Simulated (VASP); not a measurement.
Input of a VASP 6.6.1 run:

File INCAR:

```
SYSTEM = BN
ALGO     = Normal         ! electronic algorithm
EDIFF    = 1E-7           ! SCF threshold, eV
ENCUT    = 520            ! plane-wave cutoff, eV
GGA      = PE             ! functional
ISIF     = 2              ! what is computed and relaxed
ISMEAR   = 0              ! smearing method
LASPH    = .True.         ! aspherical terms in the spheres
LCHARG   = .True.         ! write CHGCAR
LELF     = .True.         ! ELF
LREAL    = .False.        ! projectors in reciprocal space
LVHAR    = .True.       
LWAVE    = .False.        ! write WAVECAR
NBANDS   = 16             ! bands
NELM     = 100            ! most SCF steps
PREC     = Accurate       ! precision mode
SIGMA    = 0.05           ! smearing width, eV
```

File KPOINTS:

```
k-points
0
Gamma
  12 12 6
  0 0 0
```

POSCAR

```
BN
1.0
    2.6695362005      0.0000000000      0.0000000000
   -1.3347681003      2.3118861660      0.0000000000
    0.0000000000      0.0000000000      4.2245145363
B N
2 2
Direct
    0.6666666667      0.3333333333      0.9998058548
    0.3333333333      0.6666666667      0.4998058548
    0.6666666667      0.3333333333      0.6251941452
    0.3333333333      0.6666666667      0.1251941452
```

Potentials or basis: VASP PAW PBE potentials, release 64 (B, N).

Launch:

```console
$ cat potpaw_PBE.64/B/POTCAR potpaw_PBE.64/N/POTCAR > POTCAR
$ mpirun -np 1 vasp_std > vasp.out
```

Task: What does it give for the band gap on the k mesh?

Result: 5.44 eV, indirect (least direct gap 7.45 eV).

Task: Estimate the largest force.

Result: 0.013 eV/Å.

Task: Predict the pressure.

Result: -26.9 GPa.

Forces on the atoms (eV/Å):
```
B    0.000  0.000 -0.013
B    0.000  0.000 -0.013
N    0.000  0.000  0.013
N    0.000  0.000  0.013
```

Caveat: the cell differs from its parent crystal (strain +0.0450 x Voigt [1, 1, 0, 0, 0, 0]). A k mesh can miss the band edges.
